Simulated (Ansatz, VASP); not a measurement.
# One calculation of Al2O3, two programs

Contents of INCAR:

```
SYSTEM = Al2O3
  PREC = Accurate
  ENCUT = 910
  EDIFF = 1E-7
  ISMEAR = -1
  SIGMA = 0.05
  LREAL = .False.
  LASPH = .True.
  NELM = 120
  ALGO = Normal
  ISIF = 3
  LWAVE = .False.
  LCHARG = .False.
  GGA = PS
  IBRION = 2
  NSW = 60
  EDIFFG = -0.01
  GGA_COMPAT = .False.
  NELMIN = 4
```

File KPOINTS:

```
Automatic mesh
0
Gamma
  11 11 3
  0 0 0
```

Contents of POSCAR:

```
Al2O3
1.0
    2.8843249483      0.0000000000      0.0000000000
   -1.4421624742      2.4978986780      0.0000000000
    0.0000000000      0.0000000000      9.3367544600
Al O
2 3
Direct
    0.0000000000      0.0000000000      0.8500076700
    0.0000000000      0.0000000000      0.1499923300
    0.3333333333      0.6666666667      0.7776830800
    0.6666666667      0.3333333333      0.0000000000
    0.3333333333      0.6666666667      0.2223169200
```

The input input.yaml:

```yaml
crystal:
  lattice:
    - [2.8843249483, 0.0, 0.0]
    - [-1.4421624742, 2.497898678, 0.0]
    - [0.0, 0.0, 9.33675446]
  atoms:
    - { symbol: Al, position: [0.0, 0.0, 0.85000767] }
    - { symbol: Al, position: [0.0, 0.0, 0.14999233] }
    - { symbol: O, position: [0.3333333333, 0.6666666667, 0.77768308] }
    - { symbol: O, position: [0.6666666667, 0.3333333333, 0.0] }
    - { symbol: O, position: [0.3333333333, 0.6666666667, 0.22231692] }
hamiltonian:
  xc: pbesol
  pseudopotentials: { kind: paw }
kpoints:
  mp_grid: { grid: [11, 11, 3] }
scf:
  occupations: { method: fermi_dirac, width: 0.05 }
output:
  forces: true
  stress: true
  eigenvalues: true
  write_density: true
  write_potential: true
  elf: true
  volumetric_format: npy
relax:
  f_tol: 0.01
  max_steps: 40
  cell: { stress_tol: 0.05 }
```

Alike in both runs: task relaxation of cell and atoms; functional PBEsol; k mesh 11 × 11 × 3; occupations fermi-dirac, width 0.05 eV; no spin polarisation.

|  | VASP | Ansatz |
| --- | --- | --- |
| version | VASP 6.6.1 | Ansatz 0.2.0 |
| potentials or method | VASP PAW PBE potentials, release 64 (Al, O_h) | Ansatz PAW |
| plane-wave cutoff (eV) | 910 | 420 |
| valence electrons in the cell | 24 | 24 |

|  | VASP | Ansatz | Ansatz less VASP |
| --- | --- | --- | --- |
| gap on the k mesh at the Fermi level, each at its own relaxed structure (eV) | 4.74 | 4.93 | +0.183 |
| relaxed volume (Å³/atom) | 11.24 | 13.25 | +2.007 |
| relaxed cell length with the largest relative difference (Å) | 7.917 | 9.337 | +1.4204 |

VASP's potentials were made for PBE, not for PBEsol. One of these differences is far larger than is usual between the two programs; its cause wasn't traced.

Noted on VASP's run: the cutoff is short for stress, so the pressure is rough; the volume moved by over 15 % at a fixed basis, so the end points are rough. Noted on Ansatz's run: odd divisions of the mesh miss points on the zone boundary, where band edges often lie, so the gap on the mesh can be too wide; the plane-wave basis is chosen anew once the cell has moved, so the energies of steps on either side of that aren't comparable.
